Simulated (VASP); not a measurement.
A run of VASP 6.6.1 is set up as follows.

INCAR

```
  PREC = Accurate
  ENCUT = 520
  EDIFF = 1E-6
  ISMEAR = 0
  SIGMA = 0.15
  LREAL = F
  LASPH = T
  NELM = 100
  ALGO = Fast
  ISIF = 2
  LWAVE = F
  LCHARG = F
  GGA = PS
  NBANDS = 12
```

The input KPOINTS:

```
Automatic mesh
0
Gamma
  20 20 20
```

The input POSCAR:

```
Ta
1.0
   -1.7503568000      1.7503568000      1.6512800000
    1.7503568000     -1.7503568000      1.6512800000
    1.7503568000      1.7503568000     -1.6512800000
Ta
1
Direct
    0.0000000000      0.0000000000      0.0000000000
```

Potentials or basis: VASP PAW PBE potentials, release 64 (Ta_pv).

The run is started by

```sh
$ cat potpaw_PBE.64/Ta_pv/POTCAR > POTCAR
$ mpirun -np 1 vasp_std > vasp.out
```

Problem. What does it give for the pressure?

Solution. -21.5 GPa.

Stress tensor (GPa, compression positive):
```
-22.73   0.00   0.00
  0.00 -22.73   0.00
  0.00   0.00 -19.06
```

Caveat: the cell differs from its parent crystal (strain +0.0600 x Voigt [1, 1, 0, 0, 0, 0]); the PAW data sets were made with another functional, which shifts forces and pressure a little.
